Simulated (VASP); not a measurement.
Here is a VASP 6.6.1 calculation.

File INCAR:

```
SYSTEM = Au
  ALGO = Normal
  EDIFF = 1E-6
  ENCUT = 520
  GGA = PE
  ISIF = 2
  ISMEAR = -1
  LASPH = .True.
  LCHARG = .False.
  LREAL = .False.
  LWAVE = .False.
  NBANDS = 18
  NELM = 80
  PREC = Accurate
  SIGMA = 0.1
```

KPOINTS

```
k-points
0
Gamma
  17 17 9
  0 0 0
```

POSCAR

```
Au
1.0
    2.5870363627      0.0000000000      0.0000000000
   -1.2935181813      2.2404392107      0.0000000000
    0.0000000000      0.0000000000      4.2762584534
Au
2
Direct
    0.3333333333      0.6666666667      0.2500000000
    0.6666666667      0.3333333333      0.7500000000
```

Potentials or basis: VASP PAW PBE potentials, release 64 (Au).

Command:

```sh
$ cat potpaw_PBE.64/Au/POTCAR > POTCAR
$ mpirun -np 1 vasp_std > vasp.out
```

(1) What does it give for the pressure?

(2) What does it give for the band gap on the k mesh?

## Answers

(1) 150.0 GPa.

(2) zero (band 11 reaches 20.67 eV, above the bottom of band 12 at 12.64 eV).

Caveat: spin-orbit coupling is left out, which moves the levels of the heavy elements.
